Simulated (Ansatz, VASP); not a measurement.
## InSe2: VASP beside Ansatz

The input INCAR:

```
PREC = Accurate
ENCUT = 520
EDIFF = 1E-6
ISMEAR = -5
SIGMA = 0.1
LREAL = F
LASPH = T
NELM = 100
ALGO = Normal
ISIF = 2
LWAVE = F
LCHARG = F
GGA = PE
NBANDS = 34
```

The input KPOINTS:

```
regular mesh
0
Gamma
  10 10 4
```

File POSCAR:

```
InSe2
1.0
    3.8948930000      0.0000000000      0.0000000000
    0.0000000000      3.8948930000      0.0000000000
    0.0000000000      0.0000000000      9.6262310000
In Se
2 4
Direct
    0.0000000000      0.5000000000      0.7064680000
    0.5000000000      0.0000000000      0.2935320000
    0.0000000000      0.5000000000      0.3662120000
    0.5000000000      0.0000000000      0.6337880000
    0.0000000000      0.0000000000      0.0000000000
    0.5000000000      0.5000000000      0.0000000000
```

Input for Ansatz:

```yaml
crystal:
  lattice:
    - [3.894893, 0.0, 0.0]
    - [0.0, 3.894893, 0.0]
    - [0.0, 0.0, 9.626231]
  atoms:
    - { symbol: In, position: [0.0, 0.5, 0.706468] }
    - { symbol: In, position: [0.5, 0.0, 0.293532] }
    - { symbol: Se, position: [0.0, 0.5, 0.366212] }
    - { symbol: Se, position: [0.5, 0.0, 0.633788] }
    - { symbol: Se, position: [0.0, 0.0, 0.0] }
    - { symbol: Se, position: [0.5, 0.5, 0.0] }
basis:
  ecutwfc: 420
kpoints:
  mp_grid: { grid: [10, 10, 4] }
hamiltonian:
  xc: pbe
scf:
  occupations: { method: tetrahedron }
output:
  forces: true
  stress: true
  eigenvalues: true
```

Alike in both runs: task single point; functional PBE; k mesh 10 × 10 × 4; occupations tetrahedron; no spin polarisation.

```csv
,VASP,Ansatz
version,VASP 6.6.1,Ansatz 0.2.0
potentials or method,"VASP PAW PBE potentials, release 64 (In_d, Se), cutoff 520 eV","scalar-relativistic, plane waves, PAW"
valence electrons in the cell,50,90
```

```csv
,VASP,Ansatz,Ansatz less VASP
gap on the k mesh at the Fermi level (eV),none,none,-
pressure (GPa),-0.2,-0.2,-0.03
"traceless stress, the component that is largest in VASP (GPa)",0.85,0.85,+0.002
rms of the force components (eV/Å),0.037,0.034,-0.0028
```

Atom by atom the forces differ by 0.003 eV/Å (rms over components). A gap of «none» marks a metal or a gap that the smearing closes. VASP's potentials hold 50 valence electrons a cell and Ansatz's 90, so a difference there can come from the potentials and not from the codes. Ansatz's warnings: band table not solved further, tetrahedron derivatives may miss energy slope.
